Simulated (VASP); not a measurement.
# GaAs (F-43m) in VASP: a series of runs

The runs below take GaAs through single point, with PBE.

All numbers are computed with VASP 6.6.1; they aren't measurements. Logs are shortened: lines on timing, memory, paths and dates and some standing lists are left out, and cuts for length are marked.

## Step 1: The cell of the first run

Symmetry: F-43m, No. 216, cubic system. Conventional cell: a = 5.539 Å, b = 5.539 Å, c = 5.539 Å, α = 90.00°, β = 90.00°, γ = 90.00°. Ga (site symmetry -43m) has 4 As at 2.40 Å within 3.2 Å. As (site symmetry -43m) has 4 Ga at 2.40 Å within 3.2 Å.

## Step 2: Single point, PBE (volume scaled by 0.9405)

Input file INCAR:

```
ALGO     = Normal         # electronic algorithm
EDIFF    = 1E-6           # SCF threshold, eV
ENCUT    = 520            # plane-wave cutoff, eV
GGA      = PE             # functional
ISIF     = 2              # what is computed and relaxed
ISMEAR   = -1             # smearing method
LASPH    = T              # aspherical terms in the spheres
LCHARG   = T              # write CHGCAR
LELF     = T              # ELF
LREAL    = F              # projectors in reciprocal space
LVHAR    = T            
LWAVE    = F              # write WAVECAR
NBANDS   = 16             # bands
NELM     = 80             # most SCF steps
PREC     = Accurate       # precision mode
SIGMA    = 0.08           # smearing width, eV
```

Input file KPOINTS:

```
k-points
0
Gamma
  10 10 10
```

Input file POSCAR:

```
GaAs
1.0
    0.0000000000      2.7696338872      2.7696338872
    2.7696338872      0.0000000000      2.7696338872
    2.7696338872      2.7696338872      0.0000000000
Ga As
1 1
Direct
    0.0000000000      0.0000000000      0.0000000000
    0.7500000000      0.7500000000      0.7500000000
```

Potentials or basis: VASP PAW PBE potentials, release 64 (Ga_d, As).

Launch:

```
cat potpaw_PBE.64/Ga_d/POTCAR potpaw_PBE.64/As/POTCAR > POTCAR
mpirun -np 1 vasp_std > vasp.out
```

OUTCAR:

```text
EDIFF = 1E-6
   ENCUT = 520
   GGA = PE
   ISIF = 2
   ISMEAR = -1
   LASPH = T
   LREAL = F
   NELM = 80
   PREC = Accurate

 ion  position               nearest neighbor table
   1  0.000  0.000  0.000-   2 2.40   2 2.40   2 2.40   2 2.40
   2  0.750  0.750  0.750-   1 2.40   1 2.40   1 2.40   1 2.40

  LATTYP: Found a face centered cubic cell.
 ALAT       =     5.5392677744

  Lattice vectors:

 A1 = (   0.0000000000,   2.7696338872,   2.7696338872)
 A2 = (   2.7696338872,   0.0000000000,   2.7696338872)
 A3 = (   2.7696338872,   2.7696338872,   0.0000000000)

Analysis of symmetry for initial positions (statically):
=====================================================================
 Subroutine PRICEL returns:
 Original cell was already a primitive cell.

 Routine SETGRP: Setting up the symmetry group for a
 face centered cubic supercell.

 Subroutine GETGRP returns: Found 24 space group operations
 (whereof 24 operations were pure point group operations)
 out of a pool of 48 trial point group operations.

The static configuration has the point symmetry T_d .

Analysis of symmetry for dynamics (positions and initial velocities):
=====================================================================
 Subroutine PRICEL returns:
 Original cell was already a primitive cell.

 Routine SETGRP: Setting up the symmetry group for a
 face centered cubic supercell.

 Subroutine GETGRP returns: Found 24 space group operations
 (whereof 24 operations were pure point group operations)
 out of a pool of 48 trial point group operations.

The dynamic configuration has the point symmetry T_d .

 Subroutine INISYM returns: Found 24 space group operations
 (whereof 24 operations are pure point group operations),
 and found     1 'primitive' translations

----------------------------------------------------------------------------------------

                                     Primitive cell

  volume of cell :      42.4910

  direct lattice vectors                    reciprocal lattice vectors
     0.000000000  2.769633887  2.769633887    -0.180529276  0.180529276  0.180529276
     2.769633887  0.000000000  2.769633887     0.180529276 -0.180529276  0.180529276
     2.769633887  2.769633887  0.000000000     0.180529276  0.180529276 -0.180529276

  length of vectors
     3.916853806  3.916853806  3.916853806     0.312685878  0.312685878  0.312685878

  position of ions in fractional coordinates (direct lattice)
     0.000000000  0.000000000  0.000000000
     0.750000000  0.750000000  0.750000000

  ion indices of the primitive-cell ions
   primitive index   ion index
                 1           1
                 2           2

----------------------------------------------------------------------------------------

 KPOINTS: k-points

Automatic generation of k-mesh.
 Grid dimensions read from file:
 generate k-points for:   10   10   10

 Generating k-lattice:

  Cartesian coordinates                     Fractional coordinates (reciprocal lattice)
    -0.018052928  0.018052928  0.018052928     0.100000000  0.000000000  0.000000000
     0.018052928 -0.018052928  0.018052928     0.000000000  0.100000000  0.000000000
     0.018052928  0.018052928 -0.018052928     0.000000000  0.000000000  0.100000000

  Length of vectors
     0.031268588  0.031268588  0.031268588

  Shift w.r.t. Gamma in fractional coordinates (k-lattice)
     0.000000000  0.000000000  0.000000000

 Subroutine IBZKPT returns following result:
 ===========================================

 Found     47 irreducible k-points:

 Following reciprocal coordinates:
            Coordinates               Weight
  0.000000  0.000000  0.000000      1.000000
  0.100000  0.000000  0.000000      8.000000
  0.200000  0.000000  0.000000      8.000000
  0.300000  0.000000  0.000000      8.000000
  0.400000  0.000000  0.000000      8.000000
  0.500000  0.000000  0.000000      4.000000
[... 16 lines left out ...]
  0.300000  0.300000  0.000000      6.000000
  0.400000  0.300000  0.000000     24.000000
 [... further k-points ...]
   k-points           NKPTS =     47   k-points in BZ     NKDIM =     47   number of bands    NBANDS=     16
   number of dos      NEDOS =    301   number of ions     NIONS =      2
   total plane-waves  NPLWV =  27000
   dimension x,y,z NGX =    30 NGY =   30 NGZ =   30
   dimension x,y,z NGXF=    60 NGYF=   60 NGZF=   60
   ions per type =               1   1
   NGX,Y,Z   is equivalent  to a cutoff of  12.73, 12.73, 12.73 a.u.
   NGXF,Y,Z  is equivalent  to a cutoff of  25.47, 25.47, 25.47 a.u.
 SYSTEM =  unknown system
   PREC   = accura    normal or accurate (medium, high low for compatibility)
   ISTART =      0    job   : 0-new  1-cont  2-samecut
   ICHARG =      2    charge: 1-file 2-atom 10-const
   ISPIN  =      1    spin polarized calculation?
   LNONCOLLINEAR =      F non collinear calculations
   LSORBIT =      F    spin-orbit coupling
   LASPH  =      T    aspherical Exc in radial PAW
   ENCUT  =  520.0 eV  38.22 Ry    6.18 a.u.   7.28  7.28  7.28*2*pi/ulx,y,z
   NELM   =     80;   NELMIN=  2; NELMDL= -5     # of ELM steps
   EDIFF  = 0.1E-05   stopping-criterion for ELM
   LREAL  =      F    real-space projection
   EDIFFG = 0.1E-04   stopping-criterion for IOM
   NSW    =      0    number of steps for IOM
   IBRION =     -1    ionic relax: 0-MD 1-quasi-New 2-CG
   NFREE  =      0    steps in history (QN), initial steepest desc. (CG)
   ISIF   =      2    stress and relaxation
   ISYM   =      2    0-nonsym 1-usesym 2-fastsym
   POTIM  = 0.5000    time-step for ionic-motion
   TEBEG  =    0.0;   TEEND  =   0.0 temperature during run
   PSTRESS=    0.0 pullay stress
   NELECT =      18.0000    total number of electrons
   NUPDOWN=      -1.0000    fix difference up-down
   EMIN   =  10.00;   EMAX   =-10.00  energy-range for DOS
   EFERMI =   0.00;   METHOD = LEGACY
   ISMEAR =    -1;   SIGMA  =   0.08  broadening in eV -4-tet -1-fermi 0-gaus
   EFERMI_NEDOS =   21; number of points for ismear=-14 and -15
   IALGO  =     38    algorithm
   IMIX   =      4    mixing-type and parameters
     AMIX     =   0.40;   BMIX     =  1.00
     AMIX_MAG =   1.60;   BMIX_MAG =  1.00
  volume/ion in A,a.u.               =      21.25       143.37
  Fermi-wavevector in a.u.,A,eV,Ry     =   1.229514  2.323444 20.567974  1.511703
  Thomas-Fermi vector in A             =   2.364398
   LORBIT       =      0    0 simple, 1 ext, 2 COOP (PROOUT), +10 PAW based schemes
   GGA     = PE    functional components
   LHFCALC =     F    Hartree Fock is set to
   AEXX    =    0.0000 exact exchange contribution
   IVDW    =     0    specifies the selected vdW correction
   LEPSILON=     F    determine dielectric tensor
   LRPA    =     F    only Hartree local field effects (RPA)
 non-spin polarized calculation
  energy-cutoff  :      520.00
  volume of cell :       42.49
 maximum number of plane-waves:      1167
 NGX is ok and might be reduce to    30
   NGX = 15   NGY = 15   NGZ = 15

 number of electron      18.0000010 magnetization

 Free energy of the ion-electron system (eV)
  ---------------------------------------------------
  ext. energy  EPLUGINS =         0.00000000
  ---------------------------------------------------
  free energy    TOTEN  =        -8.14978309 eV

  energy without entropy =       -8.14976456  energy(sigma->0) =       -8.14977383

 E-fermi :   5.0717     XC(G=0):  -9.8674

 val. band max:        4.5282348798   @ k =   0.0000   0.0000   0.0000
 cond. band min:       5.5216165921   @ k =   0.0000   0.0000   0.0000
 fundamental gap:      0.9933817123
 Fermi energy:         5.0716786904

 k-point     1 :       0.0000    0.0000    0.0000
  band No.  band energies     occupation
      1     -10.4025      2.00000
      2     -10.4025      2.00000
      3     -10.4025      2.00000
      4     -10.3069      2.00000
      5     -10.3069      2.00000
      6      -8.6573      2.00000
[... 8 lines left out ...]
     15      14.8036      0.00000
     16      14.8036      0.00000

 k-point     2 :       0.1000    0.0000    0.0000
  band No.  band energies     occupation
      1     -10.4148      2.00000
      2     -10.3996      2.00000
      3     -10.3996      2.00000
      4     -10.3071      2.00000
      5     -10.3071      2.00000
      6      -8.5281      2.00000
[... 8 lines left out ...]
     15      14.0793      0.00000
     16      14.0793      0.00000

 k-point     3 :       0.2000    0.0000    0.0000
  band No.  band energies     occupation
      1     -10.4436      2.00000
      2     -10.3926      2.00000
      3     -10.3926      2.00000
      4     -10.3071      2.00000
      5     -10.3071      2.00000
      6      -8.1579      2.00000
[... 8 lines left out ...]
     15      13.5636      0.00000
     16      13.7590      0.00000

 k-point     4 :       0.3000    0.0000    0.0000
  band No.  band energies     occupation
      1     -10.4746      2.00000
      2     -10.3852      2.00000
      3     -10.3852      2.00000
      4     -10.3058      2.00000
      5     -10.3058      2.00000
      6      -7.6013      2.00000
[... 8 lines left out ...]
     15      13.9835      0.00000
     16      13.9835      0.00000
[... 324 lines left out ...]
 k-point    22 :      -0.2000    0.2000    0.0000
  band No.  band energies     occupation
      1     -10.4824      2.00000
      2     -10.3808      2.00000
      3     -10.3788      2.00000
      4     -10.3109      2.00000
      5     -10.3048      2.00000
      6      -7.4115      2.00000
[... 8 lines left out ...]
     15      15.4551      0.00000
     16      16.2568      0.00000

 k-point    23 :       0.3000    0.3000    0.0000
  band No.  band energies     occupation
      1     -10.5027      2.00000
      2     -10.3636      2.00000
      3     -10.3636      2.00000
      4     -10.3275      2.00000
      5     -10.2968      2.00000
      6      -7.2390      2.00000
[... 8 lines left out ...]
     15      16.2814      0.00000
     16      17.4333      0.00000

 k-point    24 :       0.4000    0.3000    0.0000
  band No.  band energies     occupation
      1     -10.5173      2.00000
      2     -10.3581      2.00000
      3     -10.3562      2.00000
      4     -10.3299      2.00000
      5     -10.2953      2.00000
      6      -6.7508      2.00000
[... 8 lines left out ...]
     15      17.0436      0.00000
     16      17.8270      0.00000

 [... further k-points ...]

------------------------ aborting loop because EDIFF is reached ----------------------------------------

  FORCE on cell =-STRESS in cart. coord.  units (eV):
  Direction    XX          YY          ZZ          XY          YZ          ZX
  --------------------------------------------------------------------------------------
  -------------------------------------------------------------------------------------
  Total        2.3472656      2.3472656      2.3472656     -0.0000000     -0.0000000     -0.0000000
  in kB       88.5066146     88.5066146     88.5066146     -0.0000000     -0.0000000     -0.0000000
  external PRESSURE =      88.5066146 kB  Pullay stress =       0.0000000 kB

 VOLUME and BASIS-vectors are now :
 -----------------------------------------------------------------------------
  energy-cutoff  :      520.00
  volume of cell :       42.49
      direct lattice vectors                 reciprocal lattice vectors
     0.000000000  2.769633887  2.769633887    -0.180529276  0.180529276  0.180529276
     2.769633887  0.000000000  2.769633887     0.180529276 -0.180529276  0.180529276
     2.769633887  2.769633887  0.000000000     0.180529276  0.180529276 -0.180529276

 POSITION                                       TOTAL-FORCE (eV/Angst)
 -----------------------------------------------------------------------------------
      0.00000      0.00000      0.00000        -0.000000     -0.000000     -0.000000
      4.15445      4.15445      4.15445         0.000000      0.000000      0.000000
 -----------------------------------------------------------------------------------
    total drift:                               -0.000001     -0.000001     -0.000001

  FREE ENERGIE OF THE ION-ELECTRON SYSTEM (eV)
  ---------------------------------------------------
  free  energy   TOTEN  =        -8.1497830914 eV

  energy  without entropy=       -8.1497645647  energy(sigma->0) =       -8.14977383
```

Run time: 51 s. Hardware: 1 thread of AMD EPYC 7R43 (Zen 3), shared host; peak memory 0.15 GiB.

What came out:

```
Free energy            : -8.1498 eV
Pressure               : 8.9 GPa
Band gap on the k mesh : 0.99 eV, direct
```

Caveat: the cell differs from its parent crystal (volume scaled by 0.9405).

## Step 3: Single point, PBE (volume scaled by 0.98)

Input file INCAR:

```
PREC = Accurate
ENCUT = 520
EDIFF = 1E-6
ISMEAR = -1
SIGMA = 0.08
LREAL = F
LASPH = T
NELM = 80
ALGO = Normal
ISIF = 2
LWAVE = F
LCHARG = T
GGA = PE
LELF = T
LVHAR = T
NBANDS = 16
```

Input file KPOINTS:

```
Automatic mesh
0
Gamma
  10 10 10
```

Input file POSCAR:

```
GaAs
1.0
    0.0000000000      2.8078772807      2.8078772807
    2.8078772807      0.0000000000      2.8078772807
    2.8078772807      2.8078772807      0.0000000000
Ga As
1 1
Direct
    0.0000000000      0.0000000000      0.0000000000
    0.7500000000      0.7500000000      0.7500000000
```

Potentials or basis: VASP PAW PBE potentials, release 64 (Ga_d, As).

Launch:

```
cat potpaw_PBE.64/Ga_d/POTCAR potpaw_PBE.64/As/POTCAR > POTCAR
mpirun -np 1 vasp_std > vasp.out
```

Run time: 42 s. Hardware: 1 thread of AMD EPYC 7R43 (Zen 3), shared host; peak memory 0.15 GiB.

It converged, with:

```
Free energy            : -8.2268 eV
Pressure               : 5.1 GPa
Band gap on the k mesh : 0.67 eV, direct
```

Levels at points of the mesh, in eV from the valence-band top:
```tsv
k point	band 5	band 6	band 7	band 8	band 9	band 10	band 11	band 12	band 13	band 14
(0.00, 0.00, 0.00)	-14.76	-12.87	0.00	0.00	0.00	0.67	3.73	3.73	3.73	7.65
(0.50, 0.00, 0.00)	-14.76	-11.04	-6.75	-1.17	-1.17	1.06	4.64	4.64	7.77	10.56
(0.50, 0.50, 0.00)	-14.75	-10.28	-6.91	-2.75	-2.75	1.42	1.64	10.33	10.33	11.16
```

Caveat: the cell differs from its parent crystal (volume scaled by 0.98). A k mesh can miss the band edges.

## Step 4: Single point, PBE

This run uses another cell than the first one, of 22.59 Å³/atom, 1.063 times its volume.

Input file INCAR:

```
SYSTEM = GaAs
PREC     = Accurate       ! precision mode
ENCUT    = 520            ! plane-wave cutoff, eV
EDIFF    = 1E-6           ! SCF threshold, eV
ISMEAR   = -1             ! smearing method
SIGMA    = 0.08           ! smearing width, eV
LREAL    = .False.        ! projectors in reciprocal space
LASPH    = .True.         ! aspherical terms in the spheres
NELM     = 60             ! most SCF steps
ALGO     = Normal         ! electronic algorithm
ISIF     = 2              ! what is computed and relaxed
LWAVE    = .False.        ! write WAVECAR
LCHARG   = .True.         ! write CHGCAR
GGA      = PE             ! functional
LELF     = .True.         ! ELF
LVHAR    = .True.       
NBANDS   = 16             ! bands
```

Input file KPOINTS:

```
regular mesh
0
Gamma
  10 10 10
  0 0 0
```

Input file POSCAR:

```
GaAs
1.0
    0.0000000000      2.8268500000      2.8268500000
    2.8268500000      0.0000000000      2.8268500000
    2.8268500000      2.8268500000      0.0000000000
Ga As
1 1
Direct
    0.0000000000      0.0000000000      0.0000000000
    0.7500000000      0.7500000000      0.7500000000
```

Launch:

```
cat potpaw_PBE.64/Ga_d/POTCAR potpaw_PBE.64/As/POTCAR > POTCAR
mpirun -np 1 vasp_std > vasp.out
```

Run time: 48 s. Hardware: 1 thread of AMD EPYC 7R43 (Zen 3), shared host; peak memory 0.15 GiB.

It converged, with:

```
Free energy            : -8.2509 eV
Pressure               : 3.5 GPa
Band gap on the k mesh : 0.52 eV, direct
```

Levels at points of the mesh, in eV from the valence-band top:
```
           k point  band 5  band 6  band 7  band 8  band 9  band 10  band 11  band 12  band 13  band 14
(0.00, 0.00, 0.00)  -14.73  -12.73    0.00    0.00    0.00     0.52     3.73     3.73     3.73     7.59
(0.50, 0.00, 0.00)  -14.72  -10.96   -6.64   -1.14   -1.14     1.00     4.64     4.64     7.75    10.40
(0.50, 0.50, 0.00)  -14.71  -10.22   -6.82   -2.68   -2.68     1.46     1.65    10.17    10.17    10.98
```

A k mesh can miss the band edges. PBE gaps usually lie below the measured ones, often by a third to a half.

[end of part 1 of 2]
